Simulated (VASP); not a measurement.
# BRu4 in VASP: notebook

BRu4 is run at these levels: PBE; tasks: single point.

Program: VASP 6.6.1. These are calculated values, not measurements. Logs are shortened: lines on timing, memory, paths and dates and some standing lists are left out, and cuts for length are marked.

## (1) The cell of the first run

Symmetry: Im-3m, No. 229, cubic system. The conventional cell has a = 5.183 Å, b = 5.183 Å, c = 5.183 Å, α = 90.00°, β = 90.00°, γ = 90.00°. B (site symmetry m-3m) has 8 Ru at 2.24 Å within 3.0 Å. Within 3.0 Å of Ru (site symmetry -3m) lie 2 B at 2.24 Å and 6 Ru at 2.59 Å.

The cell was generated, and may not be a known phase.

## (2) Single point, PBE

File INCAR:

```
PREC     = Accurate       # precision mode
ENCUT    = 520            # plane-wave cutoff, eV
EDIFF    = 1E-7           # SCF threshold, eV
ISMEAR   = 0              # smearing method
SIGMA    = 0.1            # smearing width, eV
LREAL    = False          # projectors in reciprocal space
LASPH    = True           # aspherical terms in the spheres
NELM     = 80             # most SCF steps
ALGO     = Fast           # electronic algorithm
ISIF     = 2              # what is computed and relaxed
LWAVE    = False          # write WAVECAR
LCHARG   = False          # write CHGCAR
GGA      = PE             # functional
NBANDS   = 38             # bands
```

File KPOINTS:

```
Automatic mesh
0
Gamma
  10 10 10
```

File POSCAR:

```
BRu4
1.0
   -2.5912636537      2.5912636537      2.5912636537
    2.5912636537     -2.5912636537      2.5912636537
    2.5912636537      2.5912636537     -2.5912636537
B Ru
1 4
Direct
    0.0000000000      0.0000000000      0.0000000000
    0.5000000000      0.5000000000      0.5000000000
    0.0000000000      0.0000000000      0.5000000000
    0.0000000000      0.5000000000      0.0000000000
    0.5000000000      0.0000000000      0.0000000000
```

Potentials or basis: VASP PAW PBE potentials, release 64 (B, Ru_pv).

Run with:

```sh
> cat potpaw_PBE.64/B/POTCAR potpaw_PBE.64/Ru_pv/POTCAR > POTCAR
> mpirun -np 1 vasp_std > vasp.out
```

OUTCAR:

```text
PREC = Accurate
   ENCUT = 520
   EDIFF = 1E-7
   ISMEAR = 0
   LREAL = False
   LASPH = True
   NELM = 80
   ISIF = 2
   GGA = PE

 ion  position               nearest neighbor table
   1  0.000  0.000  0.000-   2 2.24   3 2.24   4 2.24   5 2.24   3 2.24   4 2.24   5 2.24   2 2.24

   2  0.500  0.500  0.500-   1 2.24   1 2.24   4 2.59   5 2.59   5 2.59   4 2.59   3 2.59   3 2.59

   3  0.000  0.000  0.500-   1 2.24   1 2.24   4 2.59   5 2.59   2 2.59   4 2.59   5 2.59   2 2.59

   4  0.000  0.500  0.000-   1 2.24   1 2.24   3 2.59   5 2.59   2 2.59   3 2.59   2 2.59   5 2.59

   5  0.500  0.000  0.000-   1 2.24   1 2.24   3 2.59   4 2.59   2 2.59   2 2.59   3 2.59   4 2.59

  LATTYP: Found a body centered cubic cell.
 ALAT       =     5.1825273074

  Lattice vectors:

 A1 = (  -2.5912636537,   2.5912636537,   2.5912636537)
 A2 = (   2.5912636537,  -2.5912636537,   2.5912636537)
 A3 = (   2.5912636537,   2.5912636537,  -2.5912636537)

Analysis of symmetry for initial positions (statically):
=====================================================================
 Subroutine PRICEL returns:
 Original cell was already a primitive cell.

 Routine SETGRP: Setting up the symmetry group for a
 body centered cubic supercell.

 Subroutine GETGRP returns: Found 48 space group operations
 (whereof 48 operations were pure point group operations)
 out of a pool of 48 trial point group operations.

The static configuration has the point symmetry O_h .

Analysis of symmetry for dynamics (positions and initial velocities):
=====================================================================
 Subroutine PRICEL returns:
 Original cell was already a primitive cell.

 Routine SETGRP: Setting up the symmetry group for a
 body centered cubic supercell.

 Subroutine GETGRP returns: Found 48 space group operations
 (whereof 48 operations were pure point group operations)
 out of a pool of 48 trial point group operations.

The dynamic configuration has the point symmetry O_h .

 Subroutine INISYM returns: Found 48 space group operations
 (whereof 48 operations are pure point group operations),
 and found     1 'primitive' translations

----------------------------------------------------------------------------------------

                                     Primitive cell

  volume of cell :      69.5977

  direct lattice vectors                    reciprocal lattice vectors
    -2.591263654  2.591263654  2.591263654     0.000000000  0.192956050  0.192956050
     2.591263654 -2.591263654  2.591263654     0.192956050  0.000000000  0.192956050
     2.591263654  2.591263654 -2.591263654     0.192956050  0.192956050  0.000000000

  length of vectors
     4.488200304  4.488200304  4.488200304     0.272881063  0.272881063  0.272881063

  position of ions in fractional coordinates (direct lattice)
     0.000000000  0.000000000  0.000000000
     0.500000000  0.500000000  0.500000000
     0.000000000  0.000000000  0.500000000
     0.000000000  0.500000000  0.000000000
     0.500000000  0.000000000  0.000000000

  ion indices of the primitive-cell ions
   primitive index   ion index
                 1           1
                 2           2
                 3           3
                 4           4
                 5           5

----------------------------------------------------------------------------------------

 KPOINTS: Automatic mesh

Automatic generation of k-mesh.
 Grid dimensions read from file:
 generate k-points for:   10   10   10

 Generating k-lattice:

  Cartesian coordinates                     Fractional coordinates (reciprocal lattice)
     0.000000000  0.019295605  0.019295605     0.100000000  0.000000000  0.000000000
     0.019295605  0.000000000  0.019295605     0.000000000  0.100000000  0.000000000
     0.019295605  0.019295605  0.000000000     0.000000000  0.000000000  0.100000000

  Length of vectors
     0.027288106  0.027288106  0.027288106

  Shift w.r.t. Gamma in fractional coordinates (k-lattice)
     0.000000000  0.000000000  0.000000000

 Subroutine IBZKPT returns following result:
 ===========================================

 Found     47 irreducible k-points:

 Following reciprocal coordinates:
            Coordinates               Weight
  0.000000  0.000000  0.000000      1.000000
  0.100000  0.000000  0.000000     12.000000
  0.200000  0.000000  0.000000     12.000000
  0.300000  0.000000  0.000000     12.000000
  0.400000  0.000000  0.000000     12.000000
  0.500000  0.000000  0.000000      6.000000
[... 16 lines left out ...]
  0.300000  0.300000  0.100000      8.000000
 -0.300000  0.300000  0.100000     24.000000
 [... further k-points ...]
   k-points           NKPTS =     47   k-points in BZ     NKDIM =     47   number of bands    NBANDS=     38
   number of dos      NEDOS =    301   number of ions     NIONS =      5
   total plane-waves  NPLWV =  46656
   dimension x,y,z NGX =    36 NGY =   36 NGZ =   36
   dimension x,y,z NGXF=    72 NGYF=   72 NGZF=   72
   ions per type =               1   4
   NGX,Y,Z   is equivalent  to a cutoff of  13.33, 13.33, 13.33 a.u.
   NGXF,Y,Z  is equivalent  to a cutoff of  26.67, 26.67, 26.67 a.u.
 SYSTEM =  unknown system
   PREC   = accura    normal or accurate (medium, high low for compatibility)
   ISTART =      0    job   : 0-new  1-cont  2-samecut
   ICHARG =      2    charge: 1-file 2-atom 10-const
   ISPIN  =      1    spin polarized calculation?
   LNONCOLLINEAR =      F non collinear calculations
   LSORBIT =      F    spin-orbit coupling
   LASPH  =      T    aspherical Exc in radial PAW
   ENCUT  =  520.0 eV  38.22 Ry    6.18 a.u.   8.35  8.35  8.35*2*pi/ulx,y,z
   NELM   =     80;   NELMIN=  2; NELMDL= -5     # of ELM steps
   EDIFF  = 0.1E-06   stopping-criterion for ELM
   LREAL  =      F    real-space projection
   EDIFFG = 0.1E-05   stopping-criterion for IOM
   NSW    =      0    number of steps for IOM
   IBRION =     -1    ionic relax: 0-MD 1-quasi-New 2-CG
   NFREE  =      0    steps in history (QN), initial steepest desc. (CG)
   ISIF   =      2    stress and relaxation
   ISYM   =      2    0-nonsym 1-usesym 2-fastsym
   POTIM  = 0.5000    time-step for ionic-motion
   TEBEG  =    0.0;   TEEND  =   0.0 temperature during run
   PSTRESS=    0.0 pullay stress
   NELECT =      59.0000    total number of electrons
   NUPDOWN=      -1.0000    fix difference up-down
   EMIN   =  10.00;   EMAX   =-10.00  energy-range for DOS
   EFERMI =   0.00;   METHOD = LEGACY
   ISMEAR =     0;   SIGMA  =   0.10  broadening in eV -4-tet -1-fermi 0-gaus
   EFERMI_NEDOS =   21; number of points for ismear=-14 and -15
   IALGO  =     68    algorithm
   IMIX   =      4    mixing-type and parameters
     AMIX     =   0.40;   BMIX     =  1.00
     AMIX_MAG =   1.60;   BMIX_MAG =  1.00
  volume/ion in A,a.u.               =      13.92        93.93
  Fermi-wavevector in a.u.,A,eV,Ry     =   1.549389  2.927921 32.662246  2.400607
  Thomas-Fermi vector in A             =   2.654203
   LORBIT       =      0    0 simple, 1 ext, 2 COOP (PROOUT), +10 PAW based schemes
   GGA     = PE    functional components
   LHFCALC =     F    Hartree Fock is set to
   AEXX    =    0.0000 exact exchange contribution
   IVDW    =     0    specifies the selected vdW correction
   LEPSILON=     F    determine dielectric tensor
   LRPA    =     F    only Hartree local field effects (RPA)
 non-spin polarized calculation
 RMM-DIIS sequential band-by-band and
 Gauss-broadening in eV      SIGMA  =   0.10
  energy-cutoff  :      520.00
  volume of cell :       69.60
 maximum number of plane-waves:      1897
 NGX is ok and might be reduce to    36

 number of electron      58.9999988 magnetization

 Free energy of the ion-electron system (eV)
  ---------------------------------------------------
  ext. energy  EPLUGINS =         0.00000000
  ---------------------------------------------------
  free energy    TOTEN  =       -39.89112770 eV

  energy without entropy =      -39.84108075  energy(sigma->0) =      -39.86610423

 E-fermi :  10.0590     XC(G=0): -12.9768

 val. band max:       10.0509485725   @ k =  -0.4000   0.4000   0.2000
 cond. band min:      10.0598828639   @ k =  -0.4000   0.5000   0.1000
 fundamental gap:      0.0089342914
 Fermi energy:        10.0589639981

 k-point     1 :       0.0000    0.0000    0.0000
  band No.  band energies     occupation
      1     -33.0698      2.00000
      2     -33.0698      2.00000
      3     -33.0698      2.00000
      4     -32.9674      2.00000
      5     -32.9674      2.00000
      6     -32.9674      2.00000
[... 30 lines left out ...]
     37      15.3936      0.00000
     38      15.3936      0.00000

 k-point     2 :       0.1000    0.0000    0.0000
  band No.  band energies     occupation
      1     -33.0633      2.00000
      2     -33.0625      2.00000
      3     -33.0491      2.00000
      4     -32.9598      2.00000
      5     -32.9589      2.00000
      6     -32.9475      2.00000
[... 30 lines left out ...]
     37      15.1000      0.00000
     38      15.7308      0.00000

 k-point     3 :       0.2000    0.0000    0.0000
  band No.  band energies     occupation
      1     -33.0496      2.00000
      2     -33.0479      2.00000
      3     -32.9892      2.00000
      4     -32.9319      2.00000
      5     -32.9272      2.00000
      6     -32.8897      2.00000
[... 30 lines left out ...]
     37      14.5515      0.00000
     38      16.2925      0.00000

 k-point     4 :       0.3000    0.0000    0.0000
  band No.  band energies     occupation
      1     -33.0391      2.00000
      2     -33.0377      2.00000
      3     -32.8960      2.00000
      4     -32.8760      2.00000
      5     -32.8652      2.00000
      6     -32.7997      2.00000
[... 30 lines left out ...]
     37      14.2722      0.00000
     38      16.7239      0.00000
[... 703 lines left out ...]
      4     -32.9775      2.00000
      5     -32.8526      2.00000
      6     -32.8464      2.00000
[... 30 lines left out ...]
     37      14.4472      0.00000
     38      16.4411      0.00000

 k-point    23 :       0.3000    0.3000    0.1000
  band No.  band energies     occupation
      1     -32.8813      2.00000
      2     -32.7685      2.00000
      3     -32.7462      2.00000
      4     -32.7462      2.00000
      5     -32.7417      2.00000
      6     -32.7417      2.00000
[... 30 lines left out ...]
     37      16.0253      0.00000
     38      17.8882      0.00000

 k-point    24 :      -0.3000    0.3000    0.1000
  band No.  band energies     occupation
      1     -33.0784      2.00000
      2     -33.0054      2.00000
      3     -32.9545      2.00000
      4     -32.9288      2.00000
      5     -32.7619      2.00000
      6     -32.7413      2.00000
[... 30 lines left out ...]
     37      14.4066      0.00000
     38      16.9474      0.00000

 [... further k-points ...]

------------------------ aborting loop because EDIFF is reached ----------------------------------------

  FORCE on cell =-STRESS in cart. coord.  units (eV):
  Direction    XX          YY          ZZ          XY          YZ          ZX
  --------------------------------------------------------------------------------------
  -------------------------------------------------------------------------------------
  Total       -0.0287538     -0.0287538     -0.0287538      0.0000000     -0.0000000      0.0000000
  in kB       -0.6619279     -0.6619279     -0.6619279      0.0000000     -0.0000000      0.0000000
  external PRESSURE =      -0.6619279 kB  Pullay stress =       0.0000000 kB

 VOLUME and BASIS-vectors are now :
 -----------------------------------------------------------------------------
  energy-cutoff  :      520.00
  volume of cell :       69.60
      direct lattice vectors                 reciprocal lattice vectors
    -2.591263654  2.591263654  2.591263654     0.000000000  0.192956050  0.192956050
     2.591263654 -2.591263654  2.591263654     0.192956050  0.000000000  0.192956050
     2.591263654  2.591263654 -2.591263654     0.192956050  0.192956050  0.000000000

 POSITION                                       TOTAL-FORCE (eV/Angst)
 -----------------------------------------------------------------------------------
      0.00000      0.00000      0.00000        -0.000000      0.000000     -0.000000
      1.29563      1.29563      1.29563         0.000000      0.000000      0.000000
      1.29563      1.29563     -1.29563        -0.000000      0.000000     -0.000000
      1.29563     -1.29563      1.29563         0.000000     -0.000000      0.000000
     -1.29563      1.29563      1.29563         0.000000      0.000000     -0.000000
 -----------------------------------------------------------------------------------
    total drift:                                0.000000     -0.000000      0.000000

  FREE ENERGIE OF THE ION-ELECTRON SYSTEM (eV)
  ---------------------------------------------------
  free  energy   TOTEN  =       -39.8911276976 eV

  energy  without entropy=      -39.8410807548  energy(sigma->0) =      -39.86610423
```

It took 4.6 min on 1 thread of AMD EPYC 7R43 (Zen 3), shared host; peak memory 0.22 GiB.

What came out:

* Free energy: -39.8911 eV
* Pressure: -0.1 GPa
* Band gap on the k mesh: zero (an odd number of electrons rules out a gap without spin polarisation)

## (3) Single point, PBE

This run uses another cell than the first one: it holds 10 atoms, not 5.

File INCAR:

```
  PREC = Accurate
  ENCUT = 520
  EDIFF = 1E-6
  ISMEAR = 0
  SIGMA = 0.1
  LREAL = False
  LASPH = True
  NELM = 80
  ALGO = Fast
  ISIF = 2
  LWAVE = False
  LCHARG = False
  GGA = PE
  NBANDS = 70
```

File KPOINTS:

```
regular mesh
0
Gamma
  4 4 4
```

File POSCAR:

```
BRu4
1.0
    5.1811500046      0.0000000000      0.0000000000
    0.0000000000      5.1811500046      0.0000000000
    0.0000000000      0.0000000000      5.1811500046
B Ru
2 8
Direct
    0.0000000000      0.0000000000      0.0000000000
    0.5000000000      0.5000000000      0.5000000000
    0.2503797901      0.2503797901      0.2503797901
    0.7496202099      0.7496202099      0.2503797901
    0.7496202099      0.2503797901      0.7496202099
    0.2503797901      0.7496202099      0.7496202099
    0.2503797901      0.2503797901      0.7496202099
    0.7496202099      0.7496202099      0.7496202099
    0.2503797901      0.7496202099      0.2503797901
    0.7496202099      0.2503797901      0.2503797901
```

Potentials or basis: VASP PAW PBE potentials, release 64 (B, Ru_pv).

Run with:

```sh
> cat potpaw_PBE.64/B/POTCAR potpaw_PBE.64/Ru_pv/POTCAR > POTCAR
> mpirun -np 1 vasp_std > vasp.out
```

Wall time 2.6 min (1 thread of AMD EPYC 7R43 (Zen 3), shared host); peak memory 0.23 GiB.

The run converged. Its results:

| Property | Result |
| --- | --- |
| Free energy | -80.0784 eV |
| Pressure | -0.4 GPa |
| Largest force | 0.005 eV/Å |
| Band gap on the k mesh | zero (bands 59 and 60 overlap by 1.64 eV) |

Forces in eV/Å, atoms in the order of the input:
```
B    0.000  0.000  0.000
B    0.000  0.000  0.000
Ru  -0.003 -0.003 -0.003
Ru   0.003  0.003 -0.003
Ru   0.003 -0.003  0.003
Ru  -0.003  0.003  0.003
Ru  -0.003 -0.003  0.003
Ru   0.003  0.003  0.003
Ru  -0.003  0.003 -0.003
Ru   0.003 -0.003 -0.003
```

Levels at points of the mesh, in eV from the Fermi level:
```csv
k point,band 56,band 57,band 58,band 59,band 60,band 61,band 62,band 63,band 64,band 65
"(0.00, 0.00, 0.00)",-0.41,-0.41,-0.41,-0.15,-0.15,1.29,1.29,1.29,1.32,1.61
"(0.50, 0.00, 0.00)",-0.78,-0.03,-0.03,-0.01,-0.01,0.19,0.22,0.51,0.53,1.42
"(0.50, 0.50, 0.00)",-0.47,-0.37,-0.37,-0.22,-0.19,0.11,0.15,0.23,0.23,0.28
"(0.50, 0.50, 0.50)",-1.06,-1.06,-1.04,-1.04,-1.04,-0.94,-0.94,-0.89,-0.89,0.50
```

The gap in the log of VASP goes by the Fermi energy; the results here count the filled bands.